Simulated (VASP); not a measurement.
AlNi, 2 atoms in the cell. Symmetry: Cmmm, No. 65, orthorhombic system. Conventional cell: a = 3.877 Å, b = 3.906 Å, c = 3.099 Å, α = 90.00°, β = 90.00°, γ = 90.00°. Al (site symmetry mmm) has 8 Ni at 2.48 to 2.49 Å and 6 Al at 2.75 to 3.10 Å within 3.3 Å. Within 3.3 Å of Ni (site symmetry mmm) lie 8 Al at 2.48 to 2.49 Å and 6 Ni at 2.75 to 3.10 Å. 

* Program: VASP 6.6.1
* Task: single point
* Functional: PBEsol
* Dispersion: D3(BJ)
* Potentials or basis: VASP PAW PBE potentials, release 64 (Al, Ni)
* Cutoff: 520 eV
* k mesh: 11 × 11 × 10
* Occupations: fermi-dirac, width 0.15 eV
* Spin: collinear spin, ferromagnetic start
* Starting moments: [0.0, 2.0] μB
* Dipole correction: no
* Further INCAR settings: ALGO = Normal; EDIFF = 1e-06; NBANDS = 18

Potentials or basis: VASP PAW PBE potentials, release 64 (Al, Ni).

The run is started by

```sh
$ cat potpaw_PBE.64/Al/POTCAR potpaw_PBE.64/Ni/POTCAR > POTCAR
$ mpirun -np 1 vasp_std > vasp.out
```

Hardware: 1 thread of Intel Xeon 6975P-C, on a shared host.

Task: How long does it take, and how much memory?

Result: Run time: 100 s on 1 thread of Intel Xeon 6975P-C, with other jobs on the host, peak memory 0.25 GiB. Counts: scf iterations 15, k points 216.
